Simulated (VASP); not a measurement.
# C in VASP: single point with PBEsol

Aim: the single point of C with PBEsol.

Everything below comes from runs of VASP 6.6.1. Logs are shortened: lines on timing, memory, paths and dates and some standing lists are left out, and cuts for length are marked.

### 1 The cell of the first run

The cell holds a slab with vacuum, 8 atoms: a = 4.917 Å, b = 4.917 Å, c = 21.915 Å, α = 90.00°, β = 90.00°, γ = 120.00°.

### 2 Single point, PBEsol

INCAR reads:

```
PREC = Accurate ; ENCUT = 520
EDIFF = 1E-6 ; ISMEAR = 0
SIGMA = 0.04 ; LREAL = F
LASPH = T ; NELM = 120
ALGO = Normal ; ISIF = 2
LWAVE = F ; LCHARG = T
LDIPOL = T ; IDIPOL = 3
DIPOL = 0.5 0.5 0.707 ; GGA = PS
LELF = T ; LVHAR = T
LVACPOTAV = T ; NBANDS = 26
GGA_COMPAT = F ; NELMDL = -8
```

KPOINTS reads:

```
regular mesh
0
Gamma
  9 9 1
```

POSCAR reads:

```
C
1.0
    4.9173767651      0.0000000000      0.0000000000
   -2.4586883826      4.2585731985      0.0000000000
    0.0000000000      0.0000000000     21.9153991242
C
8
Direct
    0.8333022411     -0.0000622152      0.7072644908
    0.8333022104      0.5000310922      0.7072644908
    0.3333333333      0.0000000000      0.7071584609
    0.3333955485      0.5000311230      0.7072644908
   -0.0000622152      0.8333022411      0.7072644908
    0.0000000000      0.3333333333      0.7071584609
    0.5000310922      0.8333022104      0.7072644908
    0.5000311230      0.3333955485      0.7072644908
```

Potentials or basis: VASP PAW PBE potentials, release 64 (C).

On the command line:

```sh
$ cat potpaw_PBE.64/C/POTCAR > POTCAR
$ mpirun -np 1 vasp_std > vasp.out
```

OUTCAR:

```text
PREC = Accurate
   ENCUT = 520
   EDIFF = 1E-6
   ISMEAR = 0
   LREAL = F
   LASPH = T
   NELM = 120
   ISIF = 2
   GGA = PS
   NELMDL = -8

 ion  position               nearest neighbor table
   1  0.833  1.000  0.707-   5 1.42   7 1.42   6 1.42
   2  0.833  0.500  0.707-   8 1.42   5 1.42   6 1.42
   3  0.333  0.000  0.707-   8 1.42   5 1.42   7 1.42
   4  0.333  0.500  0.707-   7 1.42   8 1.42   6 1.42
   5  1.000  0.833  0.707-   1 1.42   2 1.42   3 1.42
   6  0.000  0.333  0.707-   1 1.42   4 1.42   2 1.42
   7  0.500  0.833  0.707-   4 1.42   1 1.42   3 1.42
   8  0.500  0.333  0.707-   2 1.42   4 1.42   3 1.42

  LATTYP: Found a hexagonal cell.
 ALAT       =     4.9173767651
 C/A-ratio  =     4.4567256428

  Lattice vectors:

 A1 = (   4.9173767651,   0.0000000000,   0.0000000000)
 A2 = (  -2.4586883826,   4.2585731985,   0.0000000000)
 A3 = (   0.0000000000,   0.0000000000,  21.9153991242)

Analysis of symmetry for initial positions (statically):
=====================================================================
 Subroutine PRICEL returns:
 Original cell was already a primitive cell.

 Routine SETGRP: Setting up the symmetry group for a
 hexagonal supercell.

 Subroutine GETGRP returns: Found 12 space group operations
 (whereof  2 operations were pure point group operations)
 out of a pool of 24 trial point group operations.

The static configuration has the point symmetry C_1h.
 The point group associated with its full space group is C_6v.

Analysis of symmetry for dynamics (positions and initial velocities):
=====================================================================
 Subroutine PRICEL returns:
 Original cell was already a primitive cell.

 Routine SETGRP: Setting up the symmetry group for a
 hexagonal supercell.

 Subroutine GETGRP returns: Found 12 space group operations
 (whereof  2 operations were pure point group operations)
 out of a pool of 24 trial point group operations.

The dynamic configuration has the point symmetry C_1h.
 The point group associated with its full space group is C_6v.

 Subroutine INISYM returns: Found 12 space group operations
 (whereof  2 operations are pure point group operations),
 and found     1 'primitive' translations

----------------------------------------------------------------------------------------

                                     Primitive cell

  volume of cell :     458.9306

  direct lattice vectors                    reciprocal lattice vectors
     4.917376765  0.000000000  0.000000000     0.203360460  0.117410216  0.000000000
    -2.458688383  4.258573198  0.000000000     0.000000000  0.234820432  0.000000000
     0.000000000  0.000000000 21.915399124     0.000000000  0.000000000  0.045630015

  length of vectors
     4.917376765  4.917376765 21.915399124     0.234820432  0.234820432  0.045630015

  position of ions in fractional coordinates (direct lattice)
     0.833302241  0.999937785  0.707264491
     0.833302210  0.500031092  0.707264491
     0.333333333  0.000000000  0.707158461
     0.333395549  0.500031123  0.707264491
     0.999937785  0.833302241  0.707264491
     0.000000000  0.333333333  0.707158461
     0.500031092  0.833302210  0.707264491
     0.500031123  0.333395549  0.707264491

  ion indices of the primitive-cell ions
   primitive index   ion index
                 1           1
                 2           2
                 3           3
                 4           4
                 5           5
                 6           6
                 7           7
                 8           8

----------------------------------------------------------------------------------------

 KPOINTS: regular mesh

Automatic generation of k-mesh.
 Grid dimensions read from file:
 generate k-points for:    9    9    1

 Generating k-lattice:

  Cartesian coordinates                     Fractional coordinates (reciprocal lattice)
     0.022595607  0.013045580  0.000000000     0.111111111  0.000000000  0.000000000
     0.000000000  0.026091159  0.000000000     0.000000000  0.111111111  0.000000000
     0.000000000  0.000000000  0.045630015     0.000000000  0.000000000  1.000000000

  Length of vectors
     0.026091159  0.026091159  0.045630015

  Shift w.r.t. Gamma in fractional coordinates (k-lattice)
     0.000000000  0.000000000  0.000000000

 Subroutine IBZKPT returns following result:
 ===========================================

 Found     12 irreducible k-points:

 Following reciprocal coordinates:
            Coordinates               Weight
  0.000000  0.000000  0.000000      1.000000
  0.111111  0.000000  0.000000      6.000000
  0.222222  0.000000  0.000000      6.000000
  0.333333  0.000000  0.000000      6.000000
  0.444444  0.000000  0.000000      6.000000
  0.111111  0.111111  0.000000      6.000000
  0.222222  0.111111  0.000000     12.000000
  0.333333  0.111111  0.000000     12.000000
  0.444444  0.111111  0.000000      6.000000
  0.222222  0.222222  0.000000      6.000000
  0.333333  0.222222  0.000000     12.000000
  0.333333  0.333333  0.000000      2.000000
   k-points           NKPTS =     12   k-points in BZ     NKDIM =     12   number of bands    NBANDS=     26
   number of dos      NEDOS =    301   number of ions     NIONS =      8
   total plane-waves  NPLWV = 268800
   dimension x,y,z NGX =    40 NGY =   40 NGZ =  168
   dimension x,y,z NGXF=    80 NGYF=   80 NGZF=  336
   ions per type =               8
   NGX,Y,Z   is equivalent  to a cutoff of  13.52, 13.52, 12.74 a.u.
   NGXF,Y,Z  is equivalent  to a cutoff of  27.05, 27.05, 25.49 a.u.
 SYSTEM =  unknown system
   PREC   = accura    normal or accurate (medium, high low for compatibility)
   ISTART =      0    job   : 0-new  1-cont  2-samecut
   ICHARG =      2    charge: 1-file 2-atom 10-const
   ISPIN  =      1    spin polarized calculation?
   LNONCOLLINEAR =      F non collinear calculations
   LSORBIT =      F    spin-orbit coupling
   LASPH  =      T    aspherical Exc in radial PAW
   ENCUT  =  520.0 eV  38.22 Ry    6.18 a.u.   9.14  9.14 40.75*2*pi/ulx,y,z
   NELM   =    120;   NELMIN=  2; NELMDL= -8     # of ELM steps
   EDIFF  = 0.1E-05   stopping-criterion for ELM
   LREAL  =      F    real-space projection
   EDIFFG = 0.1E-04   stopping-criterion for IOM
   NSW    =      0    number of steps for IOM
   IBRION =     -1    ionic relax: 0-MD 1-quasi-New 2-CG
   NFREE  =      0    steps in history (QN), initial steepest desc. (CG)
   ISIF   =      2    stress and relaxation
   ISYM   =      2    0-nonsym 1-usesym 2-fastsym
   POTIM  = 0.5000    time-step for ionic-motion
   TEBEG  =    0.0;   TEEND  =   0.0 temperature during run
   PSTRESS=    0.0 pullay stress
   NELECT =      32.0000    total number of electrons
   NUPDOWN=      -1.0000    fix difference up-down
   EMIN   =  10.00;   EMAX   =-10.00  energy-range for DOS
   EFERMI =   0.00;   METHOD = LEGACY
   ISMEAR =     0;   SIGMA  =   0.04  broadening in eV -4-tet -1-fermi 0-gaus
   EFERMI_NEDOS =   21; number of points for ismear=-14 and -15
   IALGO  =     38    algorithm
   IMIX   =      4    mixing-type and parameters
     AMIX     =   0.40;   BMIX     =  1.00
     AMIX_MAG =   1.60;   BMIX_MAG =  1.00
  volume/ion in A,a.u.               =      57.37       387.13
  Fermi-wavevector in a.u.,A,eV,Ry     =   0.673818  1.273331  6.177459  0.454030
  Thomas-Fermi vector in A             =   1.750351
   LORBIT       =      0    0 simple, 1 ext, 2 COOP (PROOUT), +10 PAW based schemes
   GGA     = PS    functional components
   LHFCALC =     F    Hartree Fock is set to
   AEXX    =    0.0000 exact exchange contribution
   IVDW    =     0    specifies the selected vdW correction
   LEPSILON=     F    determine dielectric tensor
   LRPA    =     F    only Hartree local field effects (RPA)
 non-spin polarized calculation
 Gauss-broadening in eV      SIGMA  =   0.04
  energy-cutoff  :      520.00
  volume of cell :      458.93
 maximum number of plane-waves:     12396
 NGX is ok and might be reduce to    40
   NGX = 19   NGY = 19   NGZ = 81

 dipolmoment           0.000000      0.000000     -0.000002 electrons x Angstroem

 number of electron      32.0000002 magnetization

 dipolmoment           0.000000      0.000000      0.000005 electrons x Angstroem

 Free energy of the ion-electron system (eV)
  ---------------------------------------------------
  ext. energy  EPLUGINS =         0.00000000
  ---------------------------------------------------
  free energy    TOTEN  =       -77.12850635 eV

  energy without entropy =      -77.12739191  energy(sigma->0) =      -77.12794913

 E-fermi :  -2.9252     XC(G=0):  -1.9715

 val. band max:       -2.9251941915   @ k =   0.3333   0.3333   0.0000
 cond. band min:      -2.9251938827   @ k =   0.3333   0.3333   0.0000
 fundamental gap:      0.0000003088
 Fermi energy:        -2.9251940371

 k-point     1 :       0.0000    0.0000    0.0000
  band No.  band energies     occupation
      1     -22.4808      2.00000
      2     -17.1664      2.00000
      3     -17.1664      2.00000
      4     -17.1604      2.00000
      5     -16.2228      2.00000
      6     -16.2192      2.00000
[... 18 lines left out ...]
     25       3.9912      0.00000
     26       4.5059      0.00000

 k-point     2 :       0.1111    0.0000    0.0000
  band No.  band energies     occupation
      1     -22.4074      2.00000
      2     -17.9550      2.00000
      3     -17.4076      2.00000
      4     -17.4050      2.00000
      5     -15.8576      2.00000
      6     -15.8565      2.00000
[... 18 lines left out ...]
     25       4.0917      0.00000
     26       4.5386      0.00000

 k-point     3 :       0.2222    0.0000    0.0000
  band No.  band energies     occupation
      1     -22.1877      2.00000
      2     -18.9676      2.00000
      3     -17.7579      2.00000
      4     -17.7560      2.00000
      5     -15.1499      2.00000
      6     -15.1497      2.00000
[... 18 lines left out ...]
     25       4.3930      0.00000
     26       4.8781      0.00000

 k-point     4 :       0.3333    0.0000    0.0000
  band No.  band energies     occupation
      1     -21.8225      2.00000
      2     -19.8797      2.00000
      3     -18.0168      2.00000
      4     -18.0153      2.00000
      5     -14.3315      2.00000
      6     -14.3313      2.00000
[... 18 lines left out ...]
     25       4.0063      0.00000
     26       4.8389      0.00000

 k-point     5 :       0.4444    0.0000    0.0000
  band No.  band energies     occupation
      1     -21.3139      2.00000
      2     -20.6647      2.00000
      3     -18.1504      2.00000
      4     -18.1490      2.00000
      5     -13.5775      2.00000
      6     -13.5770      2.00000
[... 18 lines left out ...]
     25       3.8616      0.00000
     26       4.0569      0.00000

 k-point     6 :       0.1111    0.1111    0.0000
  band No.  band energies     occupation
      1     -22.2609      2.00000
      2     -18.4211      2.00000
      3     -18.4178      2.00000
      4     -16.9771      2.00000
      5     -16.0320      2.00000
      6     -14.6318      2.00000
[... 79 lines left out ...]
 k-point     9 :       0.4444    0.1111    0.0000
  band No.  band energies     occupation
      1     -20.9542      2.00000
      2     -20.9510      2.00000
      3     -19.0398      2.00000
      4     -17.2277      2.00000
      5     -14.1957      2.00000
      6     -12.6847      2.00000
[... 18 lines left out ...]
     25       4.2484      0.00000
     26       4.2503      0.00000

 k-point    10 :       0.2222    0.2222    0.0000
  band No.  band energies     occupation
      1     -21.6042      2.00000
      2     -19.6702      2.00000
      3     -19.6669      2.00000
      4     -16.4163      2.00000
      5     -15.5264      2.00000
      6     -12.4609      2.00000
[... 18 lines left out ...]
     25       4.3140      0.00000
     26       4.3143      0.00000

 k-point    11 :       0.3333    0.2222    0.0000
  band No.  band energies     occupation
      1     -21.0971      2.00000
      2     -20.4502      2.00000
      3     -19.8104      2.00000
      4     -16.2761      2.00000
      5     -15.0235      2.00000
      6     -13.1203      2.00000
[... 18 lines left out ...]
     25       4.1654      0.00000
     26       4.2280      0.00000

 k-point    12 :       0.3333    0.3333    0.0000
  band No.  band energies     occupation
      1     -20.5252      2.00000
      2     -20.5203      2.00000
      3     -20.5203      2.00000
      4     -15.4859      2.00000
      5     -15.4859      2.00000
      6     -13.5934      2.00000
[... 18 lines left out ...]
     25       3.9542      0.00000
     26       3.9542      0.00000

------------------------ aborting loop because EDIFF is reached ----------------------------------------

  FORCE on cell =-STRESS in cart. coord.  units (eV):
  Direction    XX          YY          ZZ          XY          YZ          ZX
  --------------------------------------------------------------------------------------
  -------------------------------------------------------------------------------------
  Total        0.4912102      0.4912102     -0.0415779     -0.0000000     -0.0000000      0.0000000
  in kB        1.7148689      1.7148689     -0.1451531     -0.0000000     -0.0000000      0.0000000
  external PRESSURE =       1.0948616 kB  Pullay stress =       0.0000000 kB

 VOLUME and BASIS-vectors are now :
 -----------------------------------------------------------------------------
  energy-cutoff  :      520.00
  volume of cell :      458.93
      direct lattice vectors                 reciprocal lattice vectors
     4.917376765  0.000000000  0.000000000     0.203360460  0.117410216  0.000000000
    -2.458688383  4.258573198  0.000000000     0.000000000  0.234820432  0.000000000
     0.000000000  0.000000000 21.915399124     0.000000000  0.000000000  0.045630015

 POSITION                                       TOTAL-FORCE (eV/Angst)
 -----------------------------------------------------------------------------------
      1.63913      4.25831     15.49998        -0.000000      0.021690     -0.010137
      2.86824      2.12942     15.49998         0.018785     -0.010845     -0.010137
      1.63913      0.00000     15.49766         0.000000      0.000000      0.030410
      0.41001      2.12942     15.49998        -0.018785     -0.010845     -0.010137
      2.86824      3.54868     15.49998         0.018785      0.010845     -0.010137
     -0.81956      1.41952     15.49766         0.000000     -0.000000      0.030410
      0.41001      3.54868     15.49998        -0.018785      0.010845     -0.010137
      1.63913      1.41979     15.49998         0.000000     -0.021690     -0.010137
 -----------------------------------------------------------------------------------
    total drift:                               -0.000017     -0.000057     -0.000316

  FREE ENERGIE OF THE ION-ELECTRON SYSTEM (eV)
  ---------------------------------------------------
  free  energy   TOTEN  =       -77.1285063544 eV

  energy  without entropy=      -77.1273919058  energy(sigma->0) =      -77.12794913

 vacuum level on the upper side and lower side of the slab         1.380         1.380
```

Wall time 4.5 min (1 thread of Intel Xeon Platinum 8259CL at 2.50GHz (Skylake/Cascade Lake), shared host); peak memory 0.58 GiB.

What came out:

| Quantity | Value |
| --- | --- |
| Free energy | -77.1285 eV |
| Largest force | 0.030 eV/Å |
| Band gap on the k mesh | zero (filled and empty bands touch) |

Forces in eV/Å, atoms in the order of the input:
```
C    0.000  0.022 -0.010
C    0.019 -0.011 -0.010
C    0.000  0.000  0.030
C   -0.019 -0.011 -0.010
C    0.019  0.011 -0.010
C    0.000  0.000  0.030
C   -0.019  0.011 -0.010
C    0.000 -0.022 -0.010
```

Levels at points of the mesh, in eV from the Fermi level:
| k point | band 12 | band 13 | band 14 | band 15 | band 16 | band 17 | band 18 | band 19 | band 20 | band 21 |
| --- | --- | --- | --- | --- | --- | --- | --- | --- | --- | --- |
| (0.00, 0.00, 0.00) | -3.00 | -3.00 | -2.38 | -2.38 | -2.38 | 1.65 | 1.66 | 1.66 | 3.38 | 4.17 |

Caveat: the PAW data sets were made with another functional, which shifts forces and pressure a little.
